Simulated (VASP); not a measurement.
# AlN (P6_3mc) in VASP: further runs, part 2 of 2

VASP 6.6.1. The steps go on from the part before.

**3. Single point, PBE**

INCAR reads:

```
PREC     = Accurate       # precision mode
ENCUT    = 520            # plane-wave cutoff, eV
EDIFF    = 1E-6           # SCF threshold, eV
ISMEAR   = 0              # smearing method
SIGMA    = 0.02           # smearing width, eV
LREAL    = F              # projectors in reciprocal space
LASPH    = T              # aspherical terms in the spheres
NELM     = 100            # most SCF steps
ALGO     = Normal         # electronic algorithm
ISIF     = 2              # what is computed and relaxed
LWAVE    = F              # write WAVECAR
LCHARG   = F              # write CHGCAR
GGA      = PE             # functional
NBANDS   = 16             # bands
```

KPOINTS reads:

```
Automatic mesh
0
Gamma
  6 6 4
```

POSCAR reads:

```
AlN
1.0
    3.1302455677      0.0000000000      0.0000000000
   -1.5651227838      2.7108721817      0.0000000000
    0.0000000000      0.0000000000      5.0179604231
Al N
2 2
Direct
    0.3333333333      0.6666666667     -0.0007713538
    0.6666666667      0.3333333333      0.4992286462
    0.3333333333      0.6666666667      0.3807713538
    0.6666666667      0.3333333333      0.8807713538
```

Potentials or basis: VASP PAW PBE potentials, release 64 (Al, N).

Launch:

```sh
$ cat potpaw_PBE.64/Al/POTCAR potpaw_PBE.64/N/POTCAR > POTCAR
$ mpirun -np 1 vasp_std > vasp.out
```

OUTCAR:

```text
PREC = Accurate
   ENCUT = 520
   EDIFF = 1E-6
   ISMEAR = 0
   LREAL = F
   LASPH = T
   NELM = 100
   ISIF = 2
   GGA = PE

 ion  position               nearest neighbor table
   1  0.333  0.667  0.999-   4 1.90   4 1.90   4 1.90   3 1.91   2 3.09   2 3.09   2 3.09   2 3.09
                             2 3.09   2 3.09
   2  0.667  0.333  0.499-   3 1.90   3 1.90   3 1.90   4 1.91   1 3.09   1 3.09   1 3.09   1 3.09
                             1 3.09   1 3.09
   3  0.333  0.667  0.381-   2 1.90   2 1.90   2 1.90   1 1.91
   4  0.667  0.333  0.881-   1 1.90   1 1.90   1 1.90   2 1.91

  LATTYP: Found a hexagonal cell.
 ALAT       =     3.1302455677
 C/A-ratio  =     1.6030564742

  Lattice vectors:

 A1 = (   3.1302455677,   0.0000000000,   0.0000000000)
 A2 = (  -1.5651227838,   2.7108721817,   0.0000000000)
 A3 = (   0.0000000000,   0.0000000000,   5.0179604231)

Analysis of symmetry for initial positions (statically):
=====================================================================
 Subroutine PRICEL returns:
 Original cell was already a primitive cell.

 Routine SETGRP: Setting up the symmetry group for a
 hexagonal supercell.

 Subroutine GETGRP returns: Found 12 space group operations
 (whereof  6 operations were pure point group operations)
 out of a pool of 24 trial point group operations.

The static configuration has the point symmetry C_3v.
 The point group associated with its full space group is C_6v.

Analysis of symmetry for dynamics (positions and initial velocities):
=====================================================================
 Subroutine PRICEL returns:
 Original cell was already a primitive cell.

 Routine SETGRP: Setting up the symmetry group for a
 hexagonal supercell.

 Subroutine GETGRP returns: Found 12 space group operations
 (whereof  6 operations were pure point group operations)
 out of a pool of 24 trial point group operations.

The dynamic configuration has the point symmetry C_3v.
 The point group associated with its full space group is C_6v.

 Subroutine INISYM returns: Found 12 space group operations
 (whereof  6 operations are pure point group operations),
 and found     1 'primitive' translations

----------------------------------------------------------------------------------------

                                     Primitive cell

  volume of cell :      42.5809

  direct lattice vectors                    reciprocal lattice vectors
     3.130245568  0.000000000  0.000000000     0.319463754  0.184442484  0.000000000
    -1.565122784  2.710872182  0.000000000     0.000000000  0.368884969  0.000000000
     0.000000000  0.000000000  5.017960423     0.000000000  0.000000000  0.199284154

  length of vectors
     3.130245568  3.130245568  5.017960423     0.368884969  0.368884969  0.199284154

  position of ions in fractional coordinates (direct lattice)
     0.333333333  0.666666667  0.999228646
     0.666666667  0.333333333  0.499228646
     0.333333333  0.666666667  0.380771354
     0.666666667  0.333333333  0.880771354

  ion indices of the primitive-cell ions
[... 28 lines left out ...]
 ===========================================

 Found     21 irreducible k-points:

 Following reciprocal coordinates:
            Coordinates               Weight
  0.000000  0.000000  0.000000      1.000000
  0.166667 -0.000000  0.000000      6.000000
  0.333333  0.000000  0.000000      6.000000
  0.500000  0.000000  0.000000      3.000000
  0.166667  0.166667  0.000000      6.000000
  0.333333  0.166667  0.000000     12.000000
[... 13 lines left out ...]
  0.333333  0.166667  0.500000     12.000000
  0.333333  0.333333  0.500000      2.000000
   k-points           NKPTS =     21   k-points in BZ     NKDIM =     21   number of bands    NBANDS=     16
   number of dos      NEDOS =    301   number of ions     NIONS =      4
   total plane-waves  NPLWV =  23040
   dimension x,y,z NGX =    24 NGY =   24 NGZ =   40
   dimension x,y,z NGXF=    48 NGYF=   48 NGZF=   80
   ions per type =               2   2
   NGX,Y,Z   is equivalent  to a cutoff of  12.75, 12.75, 13.25 a.u.
   NGXF,Y,Z  is equivalent  to a cutoff of  25.49, 25.49, 26.50 a.u.
 SYSTEM =  unknown system
   PREC   = accura    normal or accurate (medium, high low for compatibility)
   ISTART =      0    job   : 0-new  1-cont  2-samecut
   ICHARG =      2    charge: 1-file 2-atom 10-const
   ISPIN  =      1    spin polarized calculation?
   LNONCOLLINEAR =      F non collinear calculations
   LSORBIT =      F    spin-orbit coupling
   LASPH  =      T    aspherical Exc in radial PAW
   ENCUT  =  520.0 eV  38.22 Ry    6.18 a.u.   5.82  5.82  9.33*2*pi/ulx,y,z
   NELM   =    100;   NELMIN=  2; NELMDL= -5     # of ELM steps
   EDIFF  = 0.1E-05   stopping-criterion for ELM
   LREAL  =      F    real-space projection
   EDIFFG = 0.1E-04   stopping-criterion for IOM
   NSW    =      0    number of steps for IOM
   IBRION =     -1    ionic relax: 0-MD 1-quasi-New 2-CG
   NFREE  =      0    steps in history (QN), initial steepest desc. (CG)
   ISIF   =      2    stress and relaxation
   ISYM   =      2    0-nonsym 1-usesym 2-fastsym
   POTIM  = 0.5000    time-step for ionic-motion
   TEBEG  =    0.0;   TEEND  =   0.0 temperature during run
   PSTRESS=    0.0 pullay stress
   NELECT =      16.0000    total number of electrons
   NUPDOWN=      -1.0000    fix difference up-down
   EMIN   =  10.00;   EMAX   =-10.00  energy-range for DOS
   EFERMI =   0.00;   METHOD = LEGACY
   ISMEAR =     0;   SIGMA  =   0.02  broadening in eV -4-tet -1-fermi 0-gaus
   EFERMI_NEDOS =   21; number of points for ismear=-14 and -15
   IALGO  =     38    algorithm
   IMIX   =      4    mixing-type and parameters
     AMIX     =   0.40;   BMIX     =  1.00
     AMIX_MAG =   1.60;   BMIX_MAG =  1.00
  volume/ion in A,a.u.               =      10.65        71.84
  Fermi-wavevector in a.u.,A,eV,Ry     =   1.181345  2.232418 18.987951  1.395575
  Thomas-Fermi vector in A             =   2.317620
   LORBIT       =      0    0 simple, 1 ext, 2 COOP (PROOUT), +10 PAW based schemes
   GGA     = PE    functional components
   LHFCALC =     F    Hartree Fock is set to
   AEXX    =    0.0000 exact exchange contribution
   IVDW    =     0    specifies the selected vdW correction
   LEPSILON=     F    determine dielectric tensor
   LRPA    =     F    only Hartree local field effects (RPA)
 non-spin polarized calculation
 Gauss-broadening in eV      SIGMA  =   0.02
  energy-cutoff  :      520.00
  volume of cell :       42.58
 maximum number of plane-waves:      1170
 NGX is ok and might be reduce to    24
   NGX = 11   NGY = 11   NGZ = 19

 number of electron      15.9999998 magnetization

 Free energy of the ion-electron system (eV)
  ---------------------------------------------------
  ext. energy  EPLUGINS =         0.00000000
  ---------------------------------------------------
  free energy    TOTEN  =       -29.77911428 eV

  energy without entropy =      -29.77911428  energy(sigma->0) =      -29.77911428

 E-fermi :   6.0504     XC(G=0): -10.8266

 val. band max:        5.9650763360   @ k =   0.0000   0.0000   0.0000
 cond. band min:      10.0079884520   @ k =   0.0000   0.0000   0.0000
 fundamental gap:      4.0429121159
 Fermi energy:         6.0504220024

 k-point     1 :       0.0000    0.0000    0.0000
  band No.  band energies     occupation
      1      -9.1026      2.00000
      2      -7.0197      2.00000
      3       0.0593      2.00000
      4       5.1196      2.00000
      5       5.1196      2.00000
      6       5.7623      2.00000
[... 376 lines left out ...]
      3       1.1866      2.00000
      4       1.1866      2.00000
      5       2.1782      2.00000
      6       2.1782      2.00000
[... 8 lines left out ...]
     15      19.6781      0.00000
     16      19.6781      0.00000

------------------------ aborting loop because EDIFF is reached ----------------------------------------

  FORCE on cell =-STRESS in cart. coord.  units (eV):
  Direction    XX          YY          ZZ          XY          YZ          ZX
  --------------------------------------------------------------------------------------
  -------------------------------------------------------------------------------------
  Total       -0.0723455     -0.0723455     -0.0622690     -0.0000000      0.0000000      0.0000000
  in kB       -2.7221193     -2.7221193     -2.3429775     -0.0000000      0.0000000      0.0000000
  external PRESSURE =      -2.5957387 kB  Pullay stress =       0.0000000 kB

 VOLUME and BASIS-vectors are now :
 -----------------------------------------------------------------------------
  energy-cutoff  :      520.00
  volume of cell :       42.58
      direct lattice vectors                 reciprocal lattice vectors
     3.130245568  0.000000000  0.000000000     0.319463754  0.184442484  0.000000000
    -1.565122784  2.710872182  0.000000000     0.000000000  0.368884969  0.000000000
     0.000000000  0.000000000  5.017960423     0.000000000  0.000000000  0.199284154

 POSITION                                       TOTAL-FORCE (eV/Angst)
 -----------------------------------------------------------------------------------
     -0.00000      1.80725      5.01409         0.000000     -0.000000     -0.000435
      1.56512      0.90362      2.50511        -0.000000      0.000000     -0.000435
     -0.00000      1.80725      1.91070         0.000000     -0.000000      0.000435
      1.56512      0.90362      4.41968        -0.000000      0.000000      0.000435
 -----------------------------------------------------------------------------------
    total drift:                               -0.000000     -0.000000      0.000508

  FREE ENERGIE OF THE ION-ELECTRON SYSTEM (eV)
  ---------------------------------------------------
  free  energy   TOTEN  =       -29.7791142823 eV

  energy  without entropy=      -29.7791142823  energy(sigma->0) =      -29.77911428
```

It took 22 s on 1 thread of AMD EPYC 7R43 (Zen 3), shared host; peak memory 0.12 GiB.

Results:

```
Free energy            : -29.7791 eV
Pressure               : -0.3 GPa
Band gap on the k mesh : 4.04 eV, direct
```

Levels at points of the mesh, in eV from the valence-band top:
```tsv
k point	band 4	band 5	band 6	band 7	band 8	band 9	band 10	band 11	band 12	band 13
(0.00, 0.00, 0.00)	-0.85	-0.85	-0.20	-0.20	0.00	4.04	6.51	10.46	11.03	11.03
(0.50, 0.00, 0.00)	-4.12	-3.29	-2.05	-1.74	-0.68	5.76	5.76	8.02	10.14	10.81
(0.00, 0.00, 0.50)	-3.30	-0.53	-0.53	-0.53	-0.53	6.31	6.31	10.16	10.16	11.34
(0.50, 0.00, 0.50)	-5.52	-1.44	-1.44	-1.35	-1.35	5.24	5.24	9.14	9.14	11.60
```

**4. How close it comes**

Step 3. Against the measured gap of AlN, 6.034 eV (an exciton energy, a little under the gap; 10 K; quoted in “Self-assembly of well-separated AlN nanowires directly on sputtered metallic TiN films”, 2019, arxiv:1910.07391), the calculated 4.04 eV is off by -1.99 eV. 2 values of this kind are on record (6.034 to 6.0343 eV); this one was drawn at random. The value is that of PBE, without temperature or zero-point motion. Semilocal functionals fall short of measured gaps as a rule.
